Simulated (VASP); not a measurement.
A run of VASP 6.6.1:

Contents of INCAR:

```
PREC = Accurate
ENCUT = 500
EDIFF = 1E-6
ISMEAR = 0
SIGMA = 0.15
LREAL = F
LASPH = T
NELM = 120
ALGO = Normal
ISIF = 2
LWAVE = F
LCHARG = F
GGA = PS
NBANDS = 16
GGA_COMPAT = F
```

The input KPOINTS:

```
Automatic mesh
0
Gamma
  14 14 8
```

File POSCAR:

```
InSb
1.0
    3.0969124692      0.0000000000      0.0000000000
    0.0000000000      3.0361886953      0.0000000000
    0.0000000000      0.0000000000      6.3402101410
In Sb
1 1
Direct
    0.0000000000      0.0000000000      0.0000000000
    0.0000000000      0.0000000000      0.5000000000
```

Potentials or basis: VASP PAW PBE potentials, release 64 (In_d, Sb).

The run is started by

```console
$ cat potpaw_PBE.64/In_d/POTCAR potpaw_PBE.64/Sb/POTCAR > POTCAR
$ mpirun -np 1 vasp_std > vasp.out
```

Hardware: 1 thread of Intel Xeon 8259CL (shared host).

Problem. Estimate the wall time of this run.

Solution. Run time: 3.7 min on 1 thread of Intel Xeon 8259CL (shared host), peak memory 0.41 GiB. Counts: scf iterations 11, k points 320.
